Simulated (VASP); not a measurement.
# Ru: single point with PBE

Ru:

```
Ru
1.0
     2.70580    0.00000    0.00000
    -1.35290    2.34329    0.00000
     0.00000    0.00000    4.28190
Ru
2
Direct
  0.25018 0.66667 0.25000
  0.66667 0.33333 0.75000
```

This cell differs from its parent crystal: atom 1 (Ru) moved by (-0.225, +0.000) A along x and y.

```
Program             : VASP 6.6.1
Task                : single point
Functional          : PBE
Potentials or basis : VASP PAW PBE potentials, release 64 (Ru_pv)
Cutoff              : 520 eV
k mesh              : 24 × 24 × 12
Occupations         : gaussian, width 0.15 eV
Spin                : no spin polarisation
```

```json
{
  "Pressure": "6.9 GPa",
  "Largest force": "1.547 eV/Å",
  "Band gap on the k mesh": "zero (band 14 reaches 14.48 eV, above the bottom of band 15 at 11.45 eV)"
}
```

Forces in eV/Å, atoms in the order of the input:
```
Ru   1.544 -0.091  0.000
Ru  -1.544  0.091  0.000
```

Stress tensor (GPa, compression positive):
```
5.36 3.89 0.00
3.89 5.87 0.00
0.00 0.00 9.35
```

Levels at points of the mesh, in eV from the Fermi level:
| k point | band 10 | band 11 | band 12 | band 13 | band 14 | band 15 | band 16 | band 17 | band 18 | band 19 |
| --- | --- | --- | --- | --- | --- | --- | --- | --- | --- | --- |
| (0.00, 0.00, 0.00) | -2.74 | -2.42 | -2.01 | -2.00 | -1.57 | -0.66 | 0.34 | 1.26 | 1.79 | 10.30 |
| (0.50, 0.00, 0.00) | -2.95 | -2.83 | -2.33 | -1.66 | 1.26 | 1.65 | 1.94 | 4.63 | 5.46 | 12.05 |
| (0.00, 0.50, 0.00) | -2.86 | -2.11 | -1.83 | -1.83 | 1.43 | 1.43 | 1.77 | 4.03 | 6.08 | 11.03 |
| (0.50, 0.50, 0.00) | -3.21 | -1.54 | -1.31 | -1.27 | 1.59 | 1.61 | 1.94 | 3.42 | 6.62 | 10.17 |
| (0.00, 0.00, 0.50) | -2.88 | -2.82 | -2.82 | -2.57 | -2.57 | 0.22 | 0.22 | 0.66 | 0.66 | 10.41 |
| (0.50, 0.00, 0.50) | -4.66 | -0.97 | -0.97 | 1.16 | 1.16 | 1.61 | 1.61 | 2.70 | 2.70 | 10.40 |
| (0.00, 0.50, 0.50) | -4.75 | -0.94 | -0.94 | 0.57 | 0.57 | 1.64 | 1.64 | 3.40 | 3.40 | 10.38 |
| (0.50, 0.50, 0.50) | -4.60 | -1.18 | -1.18 | -0.16 | -0.16 | 1.67 | 1.67 | 4.08 | 4.08 | 9.81 |

It took 5.3 min on 1 thread of Intel(R) Xeon(R) 6975P-C (Granite Rapids) (shared host), peak memory 0.9 GiB.

Caveat: the cell differs from its parent crystal (atom 1 (Ru) moved by (-0.225, +0.000) A along x and y); forces of over 1 eV/Å act on the atoms, so gaps and moduli don't describe the material at rest.
